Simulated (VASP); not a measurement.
# Al in VASP: a series of runs

Runs on Al. Level: PBE. Tasks: single point, relaxation of cell and atoms.

Everything below comes from runs of VASP 6.6.1. Logs are shortened: lines on timing, memory, paths and dates and some standing lists are left out, and cuts for length are marked.

### Step 1. The cell of the first run

Symmetry: Cmcm, No. 63, orthorhombic system. Conventional cell: a = 4.008 Å, b = 6.906 Å, c = 2.966 Å, α = 90.00°, β = 90.00°, γ = 90.00°. Within 3.6 Å of Al (site symmetry m2m) lie 8 Al at 2.74 to 2.97 Å.

### Step 2. Single point, PBE

Input file INCAR:

```
SYSTEM = Al
PREC = Accurate ; ENCUT = 520
EDIFF = 1E-6 ; ISMEAR = 0
SIGMA = 0.1 ; LREAL = .FALSE.
LASPH = .TRUE. ; NELM = 100
ALGO = Normal ; ISIF = 2
LWAVE = .FALSE. ; LCHARG = .TRUE.
GGA = PE ; LELF = .TRUE.
LVHAR = .TRUE. ; NBANDS = 10
```

Input file KPOINTS:

```
regular mesh
0
G
  6 6 6
  0 0 0
```

Input file POSCAR:

```
Al
1.0
    2.0038031960     -3.4528249028      0.0000000000
    2.0038031960      3.4528249028      0.0000000000
    0.0000000000      0.0000000000      2.9659963138
Al
2
Direct
    0.3328562493      0.6671437507      0.2500000000
    0.6671437507      0.3328562493      0.7500000000
```

Potentials or basis: VASP PAW PBE potentials, release 64 (Al).

Run with:

```
> cat potpaw_PBE.64/Al/POTCAR > POTCAR
> mpirun -np 1 vasp_std > vasp.out
```

OUTCAR:

```text
SYSTEM = Al
   PREC = Accurate
   ENCUT = 520
   EDIFF = 1E-6
   ISMEAR = 0
   LREAL = .FALSE.
   LASPH = .TRUE.
   NELM = 100
   ISIF = 2
   GGA = PE

 ion  position               nearest neighbor table
   1  0.333  0.667  0.250-   2 2.74   2 2.74   2 2.74   2 2.74   2 2.74   2 2.74
   2  0.667  0.333  0.750-   1 2.74   1 2.74   1 2.74   1 2.74   1 2.74   1 2.74

  LATTYP: Found a base centered orthorhombic cell.
 ALAT       =     4.0076063920
 B/A-ratio  =     1.7231357399
 C/A-ratio  =     0.7400917215

  Lattice vectors:

 A1 = (   2.0038031960,  -3.4528249028,   0.0000000000)
 A2 = (   2.0038031960,   3.4528249028,   0.0000000000)
 A3 = (   0.0000000000,   0.0000000000,   2.9659963138)

Analysis of symmetry for initial positions (statically):
=====================================================================
 Subroutine PRICEL returns:
 Original cell was already a primitive cell.

 Routine SETGRP: Setting up the symmetry group for a
 base centered orthorhombic supercell.

 Subroutine GETGRP returns: Found  8 space group operations
 (whereof  4 operations were pure point group operations)
 out of a pool of  8 trial point group operations.

The static configuration has the point symmetry C_2h.
 The point group associated with its full space group is D_2h.

Analysis of symmetry for dynamics (positions and initial velocities):
=====================================================================
 Subroutine PRICEL returns:
 Original cell was already a primitive cell.

 Routine SETGRP: Setting up the symmetry group for a
 base centered orthorhombic supercell.

 Subroutine GETGRP returns: Found  8 space group operations
 (whereof  4 operations were pure point group operations)
 out of a pool of  8 trial point group operations.

The dynamic configuration has the point symmetry C_2h.
 The point group associated with its full space group is D_2h.

 Subroutine INISYM returns: Found  8 space group operations
 (whereof  4 operations are pure point group operations),
 and found     1 'primitive' translations

----------------------------------------------------------------------------------------

                                     Primitive cell

  volume of cell :      41.0422

  direct lattice vectors                    reciprocal lattice vectors
     2.003803196 -3.452824903  0.000000000     0.249525503 -0.144808965  0.000000000
     2.003803196  3.452824903  0.000000000     0.249525503  0.144808965  0.000000000
     0.000000000  0.000000000  2.965996314     0.000000000  0.000000000  0.337154836

  length of vectors
     3.992145671  3.992145671  2.965996314     0.288500629  0.288500629  0.337154836

  position of ions in fractional coordinates (direct lattice)
     0.332856249  0.667143751  0.250000000
     0.667143751  0.332856249  0.750000000

  ion indices of the primitive-cell ions
   primitive index   ion index
                 1           1
                 2           2

----------------------------------------------------------------------------------------

 KPOINTS: regular mesh

Automatic generation of k-mesh.
 Grid dimensions read from file:
 generate k-points for:    6    6    6

 Generating k-lattice:

  Cartesian coordinates                     Fractional coordinates (reciprocal lattice)
     0.041587584 -0.024134827  0.000000000     0.166666667 -0.000000000  0.000000000
     0.041587584  0.024134827  0.000000000    -0.000000000  0.166666667  0.000000000
     0.000000000  0.000000000  0.056192473     0.000000000  0.000000000  0.166666667

  Length of vectors
     0.048083438  0.048083438  0.056192473

  Shift w.r.t. Gamma in fractional coordinates (k-lattice)
     0.000000000  0.000000000  0.000000000

 Subroutine IBZKPT returns following result:
 ===========================================

 Found     52 irreducible k-points:

 Following reciprocal coordinates:
            Coordinates               Weight
  0.000000  0.000000  0.000000      1.000000
  0.166667  0.000000  0.000000      4.000000
  0.333333  0.000000  0.000000      4.000000
  0.500000  0.000000  0.000000      2.000000
  0.166667  0.166667  0.000000      2.000000
  0.333333  0.166667  0.000000      4.000000
[... 16 lines left out ...]
  0.333333  0.333333  0.166667      4.000000
  0.500000  0.333333  0.166667      8.000000
 [... further k-points ...]
   k-points           NKPTS =     52   k-points in BZ     NKDIM =     52   number of bands    NBANDS=     10
   number of dos      NEDOS =    301   number of ions     NIONS =      2
   total plane-waves  NPLWV =  21600
   dimension x,y,z NGX =    30 NGY =   30 NGZ =   24
   dimension x,y,z NGXF=    60 NGYF=   60 NGZF=   48
   ions per type =               2
   NGX,Y,Z   is equivalent  to a cutoff of  12.49, 12.49, 13.45 a.u.
   NGXF,Y,Z  is equivalent  to a cutoff of  24.99, 24.99, 26.90 a.u.
 SYSTEM =  Al
   PREC   = accura    normal or accurate (medium, high low for compatibility)
   ISTART =      0    job   : 0-new  1-cont  2-samecut
   ICHARG =      2    charge: 1-file 2-atom 10-const
   ISPIN  =      1    spin polarized calculation?
   LNONCOLLINEAR =      F non collinear calculations
   LSORBIT =      F    spin-orbit coupling
   LASPH  =      T    aspherical Exc in radial PAW
   ENCUT  =  520.0 eV  38.22 Ry    6.18 a.u.   7.42  7.42  5.51*2*pi/ulx,y,z
   NELM   =    100;   NELMIN=  2; NELMDL= -5     # of ELM steps
   EDIFF  = 0.1E-05   stopping-criterion for ELM
   LREAL  =      F    real-space projection
   EDIFFG = 0.1E-04   stopping-criterion for IOM
   NSW    =      0    number of steps for IOM
   IBRION =     -1    ionic relax: 0-MD 1-quasi-New 2-CG
   NFREE  =      0    steps in history (QN), initial steepest desc. (CG)
   ISIF   =      2    stress and relaxation
   ISYM   =      2    0-nonsym 1-usesym 2-fastsym
   POTIM  = 0.5000    time-step for ionic-motion
   TEBEG  =    0.0;   TEEND  =   0.0 temperature during run
   PSTRESS=    0.0 pullay stress
   NELECT =       6.0000    total number of electrons
   NUPDOWN=      -1.0000    fix difference up-down
   EMIN   =  10.00;   EMAX   =-10.00  energy-range for DOS
   EFERMI =   0.00;   METHOD = LEGACY
   ISMEAR =     0;   SIGMA  =   0.10  broadening in eV -4-tet -1-fermi 0-gaus
   EFERMI_NEDOS =   21; number of points for ismear=-14 and -15
   IALGO  =     38    algorithm
   IMIX   =      4    mixing-type and parameters
     AMIX     =   0.40;   BMIX     =  1.00
     AMIX_MAG =   1.60;   BMIX_MAG =  1.00
  volume/ion in A,a.u.               =      20.52       138.48
  Fermi-wavevector in a.u.,A,eV,Ry     =   0.862413  1.629724 10.119412  0.743756
  Thomas-Fermi vector in A             =   1.980211
   LORBIT       =      0    0 simple, 1 ext, 2 COOP (PROOUT), +10 PAW based schemes
   GGA     = PE    functional components
   LHFCALC =     F    Hartree Fock is set to
   AEXX    =    0.0000 exact exchange contribution
   IVDW    =     0    specifies the selected vdW correction
   LEPSILON=     F    determine dielectric tensor
   LRPA    =     F    only Hartree local field effects (RPA)
 non-spin polarized calculation
 Gauss-broadening in eV      SIGMA  =   0.10
  energy-cutoff  :      520.00
  volume of cell :       41.04
 maximum number of plane-waves:      1129
 NGX is ok and might be reduce to    30
   NGX = 15   NGY = 15   NGZ = 11

 number of electron       6.0000000 magnetization

 Free energy of the ion-electron system (eV)
  ---------------------------------------------------
  ext. energy  EPLUGINS =         0.00000000
  ---------------------------------------------------
  free energy    TOTEN  =        -7.04632120 eV

  energy without entropy =       -7.04346882  energy(sigma->0) =       -7.04489501

 E-fermi :   5.4358     XC(G=0):  -9.2616

 val. band max:        5.3908886380   @ k =   0.1667   0.0000   0.0000
 cond. band min:       5.5782081284   @ k =  -0.3333   0.1667   0.3333
 fundamental gap:      0.1873194904
 Fermi energy:         5.4358103772

 k-point     1 :       0.0000    0.0000    0.0000
  band No.  band energies     occupation
      1      -4.1374      2.00000
      2       6.0021      0.00000
      3       6.0637      0.00000
      4       7.7751      0.00000
      5       8.8108      0.00000
      6       8.8471      0.00000
      7      11.1517      0.00000
      8      12.3554      0.00000
      9      13.3430      0.00000
     10      19.9969      0.00000

 k-point     2 :       0.1667    0.0000    0.0000
  band No.  band energies     occupation
      1      -3.8167      2.00000
      2       3.7880      2.00000
      3       5.3909      1.47476
      4       7.7550      0.00000
      5      10.1067      0.00000
      6      10.2441      0.00000
      7      11.4213      0.00000
      8      13.7069      0.00000
      9      14.2787      0.00000
     10      17.9434      0.00000

 k-point     3 :       0.3333    0.0000    0.0000
  band No.  band energies     occupation
      1      -2.8840      2.00000
      2       1.1836      2.00000
      3       4.6264      2.00000
      4       6.8146      0.00000
      5      12.2004      0.00000
      6      12.7395      0.00000
      7      13.0461      0.00000
      8      14.9096      0.00000
      9      15.7399      0.00000
     10      17.0593      0.00000

 k-point     4 :       0.5000    0.0000    0.0000
  band No.  band energies     occupation
      1      -1.8349      2.00000
      2      -0.4469      2.00000
      3       4.3489      2.00000
      4       6.4759      0.00000
      5      13.0348      0.00000
      6      14.4103      0.00000
      7      14.9206      0.00000
      8      15.9616      0.00000
      9      16.0464      0.00000
     10      16.1544      0.00000
[... 222 lines left out ...]
 k-point    22 :      -0.1667    0.1667    0.1667
  band No.  band energies     occupation
      1      -3.3485      2.00000
      2       4.2499      2.00000
      3       5.7629      0.00000
      4       7.2648      0.00000
      5       8.3785      0.00000
      6      10.5425      0.00000
      7      11.0345      0.00000
      8      14.0387      0.00000
      9      15.4342      0.00000
     10      15.9576      0.00000

 k-point    23 :       0.3333    0.3333    0.1667
  band No.  band energies     occupation
      1      -0.3748      2.00000
      2      -0.3601      2.00000
      3       2.2497      2.00000
      4      10.1434      0.00000
      5      10.1532      0.00000
      6      12.0985      0.00000
      7      12.8186      0.00000
      8      12.8459      0.00000
      9      12.8720      0.00000
     10      20.1106      0.00000

 k-point    24 :       0.5000    0.3333    0.1667
  band No.  band energies     occupation
      1      -1.5454      2.00000
      2       0.6234      2.00000
      3       3.3024      2.00000
      4       8.7510      0.00000
      5       9.4824      0.00000
      6      11.1501      0.00000
      7      12.8672      0.00000
      8      13.7439      0.00000
      9      16.4295      0.00000
     10      17.9320      0.00000

 [... further k-points ...]
[... 5 lines left out ...]
  --------------------------------------------------------------------------------------
  -------------------------------------------------------------------------------------
  Total       -0.0288458     -0.0007005      0.0219406      0.0000000      0.0000000      0.0000000
  in kB       -1.1260631     -0.0273454      0.8565038      0.0000000      0.0000000      0.0000000
  external PRESSURE =      -0.0989683 kB  Pullay stress =       0.0000000 kB

 VOLUME and BASIS-vectors are now :
 -----------------------------------------------------------------------------
  energy-cutoff  :      520.00
  volume of cell :       41.04
      direct lattice vectors                 reciprocal lattice vectors
     2.003803196 -3.452824903  0.000000000     0.249525503 -0.144808965  0.000000000
     2.003803196  3.452824903  0.000000000     0.249525503  0.144808965  0.000000000
     0.000000000  0.000000000  2.965996314     0.000000000  0.000000000  0.337154836

 POSITION                                       TOTAL-FORCE (eV/Angst)
 -----------------------------------------------------------------------------------
      2.00380      1.15424      0.74150         0.000000     -0.004546     -0.000000
      2.00380     -1.15424      2.22450         0.000000      0.004546      0.000000
 -----------------------------------------------------------------------------------
    total drift:                               -0.000000     -0.000000      0.000000

  FREE ENERGIE OF THE ION-ELECTRON SYSTEM (eV)
  ---------------------------------------------------
  free  energy   TOTEN  =        -7.0463212049 eV

  energy  without entropy=       -7.0434688187  energy(sigma->0) =       -7.04489501
```

Run time: 13 s. Hardware: 1 thread of Intel Xeon 6975P-C, shared host; peak memory 0.15 GiB.

What came out:

| Property | Result |
| --- | --- |
| Free energy | -7.0463 eV |
| Pressure | 0.0 GPa |
| Largest force | 0.005 eV/Å |
| Band gap on the k mesh | zero (band 3 reaches 9.79 eV, above the bottom of band 4 at 3.69 eV) |

Forces in eV/Å, atoms in the order of the input:
```
Al   0.000 -0.005  0.000
Al   0.000  0.005  0.000
```

### Step 3. Single point, PBE

This run uses another cell than the first one, of 20.58 Å³/atom, 1.003 times its volume.

Input file INCAR:

```
SYSTEM = Al
PREC = Accurate
ENCUT = 520
EDIFF = 1E-6
ISMEAR = 0
SIGMA = 0.1
LREAL = .FALSE.
LASPH = .TRUE.
NELM = 100
ALGO = Fast
ISIF = 2
LWAVE = .FALSE.
LCHARG = .FALSE.
GGA = PE
NBANDS = 10
```

Input file KPOINTS:

```
Automatic mesh
0
G
  18 18 18
  0 0 0
```

Input file POSCAR:

```
Al
1.0
    4.1607784979      0.0000000000      0.0000000000
   -2.0803892489      3.6033398787      0.0000000000
    0.0000000000      0.0000000000      2.7452669250
Al
2
Direct
    0.6666666667      0.3333333333      0.7500000000
    0.3333333333      0.6666666667      0.2500000000
```

Potentials or basis: VASP PAW PBE potentials, release 64 (Al).

Run with:

```
> cat potpaw_PBE.64/Al/POTCAR > POTCAR
> mpirun -np 1 vasp_std > vasp.out
```

Run time: 70 s. Hardware: 1 thread of Intel Xeon 6975P-C, shared host; peak memory 0.24 GiB.

It converged, with:

* Free energy: -7.1404 eV
* Pressure: 0.0 GPa
* Band gap on the k mesh: zero (band 3 reaches 9.60 eV, above the bottom of band 4 at 4.11 eV)

Levels at points of the mesh, in eV from the Fermi level:
| k point | band 1 | band 2 | band 3 | band 4 | band 5 | band 6 | band 7 |
| --- | --- | --- | --- | --- | --- | --- | --- |
| (0.00, 0.00, 0.00) | -9.80 | -0.41 | -0.41 | 0.80 | 2.56 | 2.56 | 6.07 |
| (0.50, 0.00, 0.00) | -7.77 | -6.34 | -1.87 | 0.26 | 9.19 | 9.24 | 9.34 |
| (0.00, 0.00, 0.50) | -5.00 | -5.00 | 4.05 | 4.05 | 4.05 | 4.05 | 5.62 |
| (0.50, 0.00, 0.50) | -3.16 | -3.16 | -1.41 | -1.41 | 2.64 | 2.64 | 5.12 |

### Step 4. Relaxation of cell and atoms, PBE

Input file INCAR:

```
PREC = Accurate
ENCUT = 600
EDIFF = 1E-6
ISMEAR = 0
SIGMA = 0.1
LREAL = F
LASPH = T
NELM = 100
ALGO = Fast
ISIF = 3
LWAVE = F
LCHARG = F
GGA = PE
IBRION = 2
NSW = 100
EDIFFG = -0.01
```

Input file KPOINTS:

```
regular mesh
0
Gamma
  18 18 18
```

Input file POSCAR:

```
Al
1.0
    3.9998760315      0.0000000000      0.0000000000
   -1.9999380157      3.4639942553      0.0000000000
    0.0000000000      0.0000000000      2.9659963138
Al
2
Direct
    0.6666666667      0.3333333333      0.7500000000
    0.3333333333      0.6666666667      0.2500000000
```

Run with:

```
> cat potpaw_PBE.64/Al/POTCAR > POTCAR
> mpirun -np 1 vasp_std > vasp.out
```

Run time: 5.6 min. Hardware: 1 thread of Intel Xeon 6975P-C, shared host; peak memory 0.26 GiB.

Results (log left out):

* Free energy: -7.1405 eV
* Relaxed volume: 20.57 Å³/atom
* Relaxed cell: a = 4.161 Å, b = 4.161 Å, c = 2.744 Å, α = 90.00°, β = 90.00°, γ = 120.00°
* Space group after relaxing (to 0.05 Å): P6_3/mmc (No. 194)
* Energy gained by relaxing: 55.0 meV/atom
* Ionic steps: 10
* Pressure after relaxing: 0.0 GPa
* Band gap on the k mesh: zero (band 3 reaches 9.61 eV, above the bottom of band 4 at 4.11 eV)

The path:
| step | energy change (eV) | largest force (eV/Å) | pressure (GPa) | volume (Å³) |
| --- | --- | --- | --- | --- |
| 1 | 0.0000 | 0.0000 | -0.76 | 41.10 |
| 2 | -0.0681 | 0.0000 | 0.29 | 40.48 |
| 3 | 0.0339 | 0.0000 | 6.39 | 38.54 |
| 4 | -0.0992 | 0.0000 | 1.53 | 39.97 |
| 5 | -0.1010 | 0.0000 | 2.11 | 39.76 |
| 6 | -0.1012 | 0.0000 | 1.99 | 39.81 |
| 7 | -0.1091 | 0.0000 | -0.17 | 41.36 |
| 8 | -0.1097 | 0.0000 | 0.26 | 41.03 |
| 9 | -0.1101 | 0.0000 | -0.05 | 41.18 |
| 10 | -0.1101 | 0.0000 | 0.01 | 41.15 |

Final structure:
```
Al
1.0
     4.16120    0.00000    0.00000
    -2.08060    3.60370    0.00000
     0.00000    0.00000    2.74400
Al
2
Direct
  0.66667 0.33333 0.75000
  0.33333 0.66667 0.25000
```

Levels at points of the mesh, in eV from the Fermi level:
```
           k point  band 1  band 2  band 3  band 4  band 5  band 6  band 7
(0.00, 0.00, 0.00)   -9.80   -0.41   -0.41    0.79    2.55    2.55    6.07
(0.50, 0.00, 0.00)   -7.77   -6.34   -1.88    0.25    9.19    9.24    9.34
(0.00, 0.00, 0.50)   -5.00   -5.00    4.05    4.05    4.05    4.05    5.62
(0.50, 0.00, 0.50)   -3.17   -3.17   -1.41   -1.41    2.64    2.64    5.12
```

### Step 5. Overview

| task | cell | k mesh | cutoff (eV) | gap on the mesh (eV) | pressure (GPa) |
| --- | --- | --- | --- | --- | --- |
| single point | a = 3.992, b = 3.992, c = 2.966 Å, angles 90.0, 90.0, 119.7°, 2 atoms | 6 × 6 × 6 | 520 | none | 0.0 |
| single point | a = 4.161, b = 4.161, c = 2.745 Å, angles 90.0, 90.0, 120.0°, 2 atoms | 18 × 18 × 18 | 520 | none | 0.0 |
| relaxation of cell and atoms | relaxed from a = 4.000, b = 4.000, c = 2.966 Å, angles 90.0, 90.0, 120.0°, 2 atoms | 18 × 18 × 18 | 600 | none | 0.0 |

Alike in all rows: level PBE; potentials or basis VASP PAW PBE potentials, release 64 (Al); no spin polarisation; smearing gaussian 0.1 eV.

Total energies depend on the potentials used, so only differences within one code and one set of settings carry meaning.
